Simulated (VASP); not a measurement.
# SnTe in VASP: a series of runs

SnTe is run at these levels: HSE06; tasks: single point.

All numbers are computed with VASP 6.6.1; they aren't measurements. Logs are shortened: lines on timing, memory, paths and dates and some standing lists are left out, and cuts for length are marked.

## (1) The cell of the first run

The structure is cubic, space group F-43m (No. 216). Conventional cell: a = 7.168 Å, b = 7.168 Å, c = 7.168 Å, α = 90.00°, β = 90.00°, γ = 90.00°. Within 4.1 Å of Sn (site symmetry -43m) lie 4 Te at 3.10 Å. Within 4.1 Å of Te (site symmetry -43m) lie 4 Sn at 3.10 Å.

## (2) Single point, HSE06

File POSCAR:

```
SnTe
1.0
    0.0000000000      3.5839840092      3.5839840092
    3.5839840092      0.0000000000      3.5839840092
    3.5839840092      3.5839840092      0.0000000000
Sn Te
1 1
Direct
    0.0000000000      0.0000000000      0.0000000000
    0.2500000000      0.2500000000      0.2500000000
```

File INCAR.step1:

```
SYSTEM = SnTe
PREC     = Accurate       ! precision mode
ENCUT    = 520            ! plane-wave cutoff, eV
EDIFF    = 1E-5           ! SCF threshold, eV
ISMEAR   = -1             ! smearing method
SIGMA    = 0.02           ! smearing width, eV
LREAL    = .FALSE.        ! projectors in reciprocal space
LASPH    = .TRUE.         ! aspherical terms in the spheres
NELM     = 80             ! most SCF steps
ALGO     = Normal         ! electronic algorithm
ISIF     = 2              ! what is computed and relaxed
LWAVE    = .TRUE.         ! write WAVECAR
LCHARG   = .FALSE.        ! write CHGCAR
GGA      = PE             ! functional
NBANDS   = 17             ! bands
```

File INCAR.step2:

```
SYSTEM = SnTe
PREC     = Accurate       ! precision mode
ENCUT    = 520            ! plane-wave cutoff, eV
EDIFF    = 1E-6           ! SCF threshold, eV
ISMEAR   = -1             ! smearing method
SIGMA    = 0.02           ! smearing width, eV
LREAL    = .FALSE.        ! projectors in reciprocal space
LASPH    = .TRUE.         ! aspherical terms in the spheres
NELM     = 80             ! most SCF steps
ALGO     = Normal         ! electronic algorithm
ISIF     = 2              ! what is computed and relaxed
LWAVE    = .FALSE.        ! write WAVECAR
LCHARG   = .FALSE.        ! write CHGCAR
GGA      = PE             ! functional
LHFCALC  = .TRUE.         ! exact exchange
HFSCREEN = 0.2079         ! screening, 1/A
PRECFOCK = Normal       
ISTART   = 1            
NBANDS   = 17             ! bands
```

File KPOINTS:

```
Automatic mesh
0
G
  4 4 4
  0 0 0
```

Potentials or basis: VASP PAW PBE potentials, release 64 (Sn_d, Te).

Run with:

```
> cat potpaw_PBE.64/Sn_d/POTCAR potpaw_PBE.64/Te/POTCAR > POTCAR
> cp INCAR.step1 INCAR
> mpirun -np 1 vasp_std > vasp.out
> cp INCAR.step2 INCAR
> mpirun -np 1 vasp_std > vasp.out
```

OUTCAR:

```text
SYSTEM = SnTe
   PREC = Accurate
   ENCUT = 520
   EDIFF = 1E-6
   ISMEAR = -1
   LREAL = .FALSE.
   LASPH = .TRUE.
   NELM = 80
   ISIF = 2
   GGA = PE
   LHFCALC = .TRUE.
   HFSCREEN = 0.2079
   PRECFOCK = Normal
   ISTART = 1

 ion  position               nearest neighbor table
   1  0.000  0.000  0.000-   2 3.10   2 3.10   2 3.10   2 3.10
   2  0.250  0.250  0.250-   1 3.10   1 3.10   1 3.10   1 3.10

  LATTYP: Found a face centered cubic cell.
 ALAT       =     7.1679680184

  Lattice vectors:

 A1 = (   0.0000000000,   3.5839840092,   3.5839840092)
 A2 = (   3.5839840092,   0.0000000000,   3.5839840092)
 A3 = (   3.5839840092,   3.5839840092,   0.0000000000)

Analysis of symmetry for initial positions (statically):
=====================================================================
 Subroutine PRICEL returns:
 Original cell was already a primitive cell.

 Routine SETGRP: Setting up the symmetry group for a
 face centered cubic supercell.

 Subroutine GETGRP returns: Found 24 space group operations
 (whereof 24 operations were pure point group operations)
 out of a pool of 48 trial point group operations.

The static configuration has the point symmetry T_d .

Analysis of symmetry for dynamics (positions and initial velocities):
=====================================================================
 Subroutine PRICEL returns:
 Original cell was already a primitive cell.

 Routine SETGRP: Setting up the symmetry group for a
 face centered cubic supercell.

 Subroutine GETGRP returns: Found 24 space group operations
 (whereof 24 operations were pure point group operations)
 out of a pool of 48 trial point group operations.

The dynamic configuration has the point symmetry T_d .

 Subroutine INISYM returns: Found 24 space group operations
 (whereof 24 operations are pure point group operations),
 and found     1 'primitive' translations

----------------------------------------------------------------------------------------

                                     Primitive cell

  volume of cell :      92.0721

  direct lattice vectors                    reciprocal lattice vectors
     0.000000000  3.583984009  3.583984009    -0.139509551  0.139509551  0.139509551
     3.583984009  0.000000000  3.583984009     0.139509551 -0.139509551  0.139509551
     3.583984009  3.583984009  0.000000000     0.139509551  0.139509551 -0.139509551

  length of vectors
     5.068518793  5.068518793  5.068518793     0.241637631  0.241637631  0.241637631

  position of ions in fractional coordinates (direct lattice)
     0.000000000  0.000000000  0.000000000
     0.250000000  0.250000000  0.250000000

  ion indices of the primitive-cell ions
   primitive index   ion index
                 1           1
                 2           2

----------------------------------------------------------------------------------------

 KPOINTS: Automatic mesh

Automatic generation of k-mesh.
 Grid dimensions read from file:
 generate k-points for:    4    4    4

 Generating k-lattice:

  Cartesian coordinates                     Fractional coordinates (reciprocal lattice)
    -0.034877388  0.034877388  0.034877388     0.250000000  0.000000000  0.000000000
     0.034877388 -0.034877388  0.034877388     0.000000000  0.250000000  0.000000000
     0.034877388  0.034877388 -0.034877388     0.000000000  0.000000000  0.250000000

  Length of vectors
     0.060409408  0.060409408  0.060409408

  Shift w.r.t. Gamma in fractional coordinates (k-lattice)
     0.000000000  0.000000000  0.000000000

 Subroutine IBZKPT returns following result:
 ===========================================

 Found      8 irreducible k-points:

 Following reciprocal coordinates:
            Coordinates               Weight
  0.000000  0.000000  0.000000      1.000000
  0.250000  0.000000  0.000000      8.000000
  0.500000  0.000000  0.000000      4.000000
  0.250000  0.250000  0.000000      6.000000
  0.500000  0.250000  0.000000     24.000000
 -0.250000  0.250000  0.000000     12.000000
  0.500000  0.500000  0.000000      3.000000
 -0.250000  0.500000  0.250000      6.000000
   k-points           NKPTS =      8   k-points in BZ     NKDIM =     64   number of bands    NBANDS=     17
   number of dos      NEDOS =    301   number of ions     NIONS =      2
   total plane-waves  NPLWV =  64000
   dimension x,y,z NGX =    40 NGY =   40 NGZ =   40
   dimension x,y,z NGXF=    80 NGYF=   80 NGZF=   80
   ions per type =               1   1
   NGX,Y,Z   is equivalent  to a cutoff of  13.12, 13.12, 13.12 a.u.
   NGXF,Y,Z  is equivalent  to a cutoff of  26.24, 26.24, 26.24 a.u.
 SYSTEM =  SnTe
   PREC   = accura    normal or accurate (medium, high low for compatibility)
   ISTART =      1    job   : 0-new  1-cont  2-samecut
   ICHARG =      0    charge: 1-file 2-atom 10-const
   ISPIN  =      1    spin polarized calculation?
   LNONCOLLINEAR =      F non collinear calculations
   LSORBIT =      F    spin-orbit coupling
   LASPH  =      T    aspherical Exc in radial PAW
   ENCUT  =  520.0 eV  38.22 Ry    6.18 a.u.   9.42  9.42  9.42*2*pi/ulx,y,z
   NELM   =     80;   NELMIN=  2; NELMDL=  0     # of ELM steps
   EDIFF  = 0.1E-05   stopping-criterion for ELM
   LREAL  =      F    real-space projection
   EDIFFG = 0.1E-04   stopping-criterion for IOM
   NSW    =      0    number of steps for IOM
   IBRION =     -1    ionic relax: 0-MD 1-quasi-New 2-CG
   NFREE  =      0    steps in history (QN), initial steepest desc. (CG)
   ISIF   =      2    stress and relaxation
   ISYM   =      3    0-nonsym 1-usesym 2-fastsym
   POTIM  = 0.5000    time-step for ionic-motion
   TEBEG  =    0.0;   TEEND  =   0.0 temperature during run
   PSTRESS=    0.0 pullay stress
   NELECT =      20.0000    total number of electrons
   NUPDOWN=      -1.0000    fix difference up-down
   EMIN   =  10.00;   EMAX   =-10.00  energy-range for DOS
   EFERMI =   0.00;   METHOD = LEGACY
   ISMEAR =    -1;   SIGMA  =   0.02  broadening in eV -4-tet -1-fermi 0-gaus
   EFERMI_NEDOS =   21; number of points for ismear=-14 and -15
   IALGO  =     38    algorithm
   IMIX   =      1    mixing-type and parameters
     AMIX     =   0.40;   BMIX     =  1.00
     AMIX_MAG =   1.60;   BMIX_MAG =  1.00
  volume/ion in A,a.u.               =      46.04       310.67
  Fermi-wavevector in a.u.,A,eV,Ry     =   0.984107  1.859692 13.176775  0.968466
  Thomas-Fermi vector in A             =   2.115314
   LORBIT       =      0    0 simple, 1 ext, 2 COOP (PROOUT), +10 PAW based schemes
   GGA     = PE    functional components
   LHFCALC =     T    Hartree Fock is set to
   PRECFOCK=normal    Normal, Fast or Accurate (Low or Medium for compatibility)
   ENCUT4O =  -1.0   cutoff for four orbital integrals eV
   NKREDX  =     1    reduce k-point grid by
   NKREDY  =     1    reduce k-point grid by
   NKREDZ  =     1    reduce k-point grid by
   AEXX    =    0.2500 exact exchange contribution
   HFSCREEN=    0.2079 screening length (either q_TF or 0.3 A-1)
   HFSCREENC=   0.2079 screening length for correlation (either q_TF or 0.3 A-1)
   ENCUTFOCK=  -1.0 apply spherical cutoff to Coloumb kernel
   IVDW    =     0    specifies the selected vdW correction
   LEPSILON=     F    determine dielectric tensor
   LRPA    =     F    only Hartree local field effects (RPA)
 non-spin polarized calculation
  energy-cutoff  :      520.00
  volume of cell :       92.07
 maximum number of plane-waves:      2493
 NGX is ok and might be reduce to    40
  NGX = 30; NGY = 30; NGZ = 30

 number of electron      20.0000006 magnetization

 Free energy of the ion-electron system (eV)
  ---------------------------------------------------
  ext. energy  EPLUGINS =         0.00000000
  ---------------------------------------------------
  free energy    TOTEN  =        -8.44677966 eV

  energy without entropy =       -8.44674902  energy(sigma->0) =       -8.44676434

 E-fermi :   3.4014     XC(G=0):  -6.3610

 val. band max:        3.2491908095   @ k =  -0.2500   0.5000   0.2500
 cond. band min:       3.5397949606   @ k =   0.5000   0.5000   0.0000
 fundamental gap:      0.2906041510
 Fermi energy:         3.4014292630

 k-point     1 :       0.0000    0.0000    0.0000
  band No.  band energies     occupation
      1     -20.9472      2.00000
      2     -20.9472      2.00000
      3     -20.9472      2.00000
      4     -20.9345      2.00000
      5     -20.9345      2.00000
      6      -9.7012      2.00000
[... 9 lines left out ...]
     16      10.2064      0.00000
     17      11.3762      0.00000

 k-point     2 :       0.2500    0.0000    0.0000
  band No.  band energies     occupation
      1     -20.9477      2.00000
      2     -20.9463      2.00000
      3     -20.9463      2.00000
      4     -20.9346      2.00000
      5     -20.9346      2.00000
      6      -9.4139      2.00000
[... 9 lines left out ...]
     16       9.5743      0.00000
     17      10.9114      0.00000

 k-point     3 :       0.5000    0.0000    0.0000
  band No.  band energies     occupation
      1     -20.9482      2.00000
      2     -20.9455      2.00000
      3     -20.9455      2.00000
      4     -20.9345      2.00000
      5     -20.9345      2.00000
      6      -9.0505      2.00000
[... 9 lines left out ...]
     16      10.7469      0.00000
     17      10.7469      0.00000

 k-point     4 :       0.2500    0.2500    0.0000
  band No.  band energies     occupation
      1     -20.9490      2.00000
      2     -20.9453      2.00000
      3     -20.9453      2.00000
      4     -20.9351      2.00000
      5     -20.9341      2.00000
      6      -9.3110      2.00000
[... 9 lines left out ...]
     16      10.8583      0.00000
     17      12.7046      0.00000

 k-point     5 :       0.5000    0.2500    0.0000
  band No.  band energies     occupation
      1     -20.9493      2.00000
      2     -20.9446      2.00000
      3     -20.9444      2.00000
      4     -20.9351      2.00000
      5     -20.9341      2.00000
      6      -8.9273      2.00000
[... 9 lines left out ...]
     16      11.0003      0.00000
     17      11.8591      0.00000

 k-point     6 :      -0.2500    0.2500    0.0000
  band No.  band energies     occupation
      1     -20.9485      2.00000
      2     -20.9453      2.00000
      3     -20.9451      2.00000
      4     -20.9347      2.00000
      5     -20.9346      2.00000
      6      -9.0631      2.00000
[... 9 lines left out ...]
     16      10.7168      0.00000
     17      11.9387      0.00000

 k-point     7 :       0.5000    0.5000    0.0000
  band No.  band energies     occupation
      1     -20.9508      2.00000
      2     -20.9434      2.00000
      3     -20.9434      2.00000
      4     -20.9358      2.00000
      5     -20.9337      2.00000
      6      -8.7828      2.00000
[... 9 lines left out ...]
     16      12.0506      0.00000
     17      12.0506      0.00000

 k-point     8 :      -0.2500    0.5000    0.2500
  band No.  band energies     occupation
      1     -20.9495      2.00000
      2     -20.9448      2.00000
      3     -20.9435      2.00000
      4     -20.9352      2.00000
      5     -20.9342      2.00000
      6      -8.7785      2.00000
[... 9 lines left out ...]
     16      11.7488      0.00000
     17      11.7672      0.00000

------------------------ aborting loop because EDIFF is reached ----------------------------------------

  FORCE on cell =-STRESS in cart. coord.  units (eV):
  Direction    XX          YY          ZZ          XY          YZ          ZX
  --------------------------------------------------------------------------------------
  -------------------------------------------------------------------------------------
  Total       -0.0880443     -0.0880443     -0.0880443      0.0000000      0.0000000     -0.0000000
  in kB       -1.5320874     -1.5320874     -1.5320874      0.0000000      0.0000000     -0.0000000
  external PRESSURE =      -1.5320874 kB  Pullay stress =       0.0000000 kB

 VOLUME and BASIS-vectors are now :
 -----------------------------------------------------------------------------
  energy-cutoff  :      520.00
  volume of cell :       92.07
      direct lattice vectors                 reciprocal lattice vectors
     0.000000000  3.583984009  3.583984009    -0.139509551  0.139509551  0.139509551
     3.583984009  0.000000000  3.583984009     0.139509551 -0.139509551  0.139509551
     3.583984009  3.583984009  0.000000000     0.139509551  0.139509551 -0.139509551

 POSITION                                       TOTAL-FORCE (eV/Angst)
 -----------------------------------------------------------------------------------
      0.00000      0.00000      0.00000        -0.000000      0.000000      0.000000
      1.79199      1.79199      1.79199         0.000000     -0.000000     -0.000000
 -----------------------------------------------------------------------------------
    total drift:                                0.000003     -0.000007     -0.000002

  FREE ENERGIE OF THE ION-ELECTRON SYSTEM (eV)
  ---------------------------------------------------
  free  energy   TOTEN  =        -8.4467796628 eV

  energy  without entropy=       -8.4467490221  energy(sigma->0) =       -8.44676434
```

Run time: 35 min. Hardware: 1 thread of Oxide Virtual Turin-like, shared host; peak memory 0.33 GiB.

Results:

* Free energy: -8.4468 eV
* Pressure: -0.2 GPa
* Band gap on the k mesh: 0.29 eV (least direct gap 1.12 eV)

Caveat: the structure was generated, so it needn't be the stable form of SnTe; the PAW data sets were made with another functional, which shifts forces and pressure a little; spin-orbit coupling is left out, which moves the levels of the heavy elements.

[end of part 1 of 2]
